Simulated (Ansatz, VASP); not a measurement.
**Two plane-wave programs on As2Se**

```
As Se
1.0
    -3.42929    3.42929    2.81265
     3.42929   -3.42929    2.81265
     3.42929    3.42929   -2.81265
As Se
4 2
Cartesian
  0.0000 5.1439 0.7032
  0.0000 1.7146 0.7032
  1.7146 3.4293 2.1095
  -1.7146 3.4293 2.1095
  0.0000 0.0000 2.8127
  3.4293 0.0000 1.4063
```

Alike in both runs: task single point; functional PBE; k mesh 12 × 12 × 12; occupations gaussian, width 0.15 eV; no spin polarisation.

|  | VASP | Ansatz |
| --- | --- | --- |
| version | VASP 6.6.1 | Ansatz 0.2.0 |
| potentials or method | VASP PAW PBE potentials, release 64 (As, Se), cutoff 520 eV | scalar-relativistic, plane waves, PAW |
| valence electrons in the cell | 32 | 92 |

Ansatz gave:

- gap on the k mesh at the Fermi level (eV): none
- pressure (GPa): -1.3
- traceless stress, the component that is largest in VASP (GPa): -4.33

**Question.** Estimate VASP's values.

**Answer.** gap on the k mesh at the Fermi level (eV): none; pressure (GPa): -1.3; traceless stress, the component that is largest in VASP (GPa): -4.31.

A gap of «none» marks a metal or a gap that the smearing closes. The functional is the same, so the differences come from potentials, cutoffs and numerics. VASP's potentials hold 32 valence electrons a cell and Ansatz's 92, so a difference there can come from the potentials and not from the codes.
